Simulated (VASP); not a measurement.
A run of VASP 6.6.1 is set up as follows.

INCAR

```
SYSTEM = KCd2P2
  ALGO = Normal
  EDIFF = 1E-7
  ENCUT = 520
  GGA = PE
  ISIF = 2
  ISMEAR = 0
  LASPH = .TRUE.
  LCHARG = .TRUE.
  LELF = .TRUE.
  LREAL = .FALSE.
  LVHAR = .TRUE.
  LWAVE = .FALSE.
  NBANDS = 54
  NELM = 80
  PREC = Accurate
  SIGMA = 0.2
```

Contents of KPOINTS:

```
k-points
0
G
  6 4 4
  0 0 0
```

Contents of POSCAR:

```
KCd2P2
1.0
    2.1794309143     -3.7748851329      0.0000000000
   -6.5382928430     -3.7748850752      0.0000000000
    0.0000000000      0.0000000000     -8.0069019000
K Cd P
2 4 4
Direct
    0.0000000000      0.0000000000      0.0000000000
    0.5000000000      0.5000000000      0.0000000000
    0.5000000000      0.8333333333      0.3715610000
    0.0000000000      0.3333333333      0.3715610000
    0.0000000000      0.6666666667      0.6284390000
    0.5000000000      0.1666666667      0.6284390000
    0.5000000000      0.8333333333      0.7173010000
    0.0000000000      0.3333333333      0.7173010000
    0.0000000000      0.6666666667      0.2826990000
    0.5000000000      0.1666666667      0.2826990000
```

Potentials or basis: VASP PAW PBE potentials, release 64 (K_sv, Cd, P).

Command:

```console
$ cat potpaw_PBE.64/K_sv/POTCAR potpaw_PBE.64/Cd/POTCAR potpaw_PBE.64/P/POTCAR > POTCAR
$ mpirun -np 1 vasp_std > vasp.out
```

Task: Predict the pressure.

Result: 0.2 GPa.

Task: Estimate the largest force.

Result: 0.027 eV/Å.

Task: Estimate the band gap on the k mesh.

Result: Zero (bands 43 and 44 overlap by 1.12 eV).

Forces on the atoms (eV/Å):
```
K    0.000  0.000  0.000
K    0.000  0.000  0.000
Cd   0.003  0.002  0.024
Cd   0.003  0.002  0.024
Cd  -0.003 -0.002 -0.024
Cd  -0.003 -0.002 -0.024
P   -0.001 -0.001 -0.027
P   -0.001 -0.001 -0.027
P    0.001  0.001  0.027
P    0.001  0.001  0.027
```
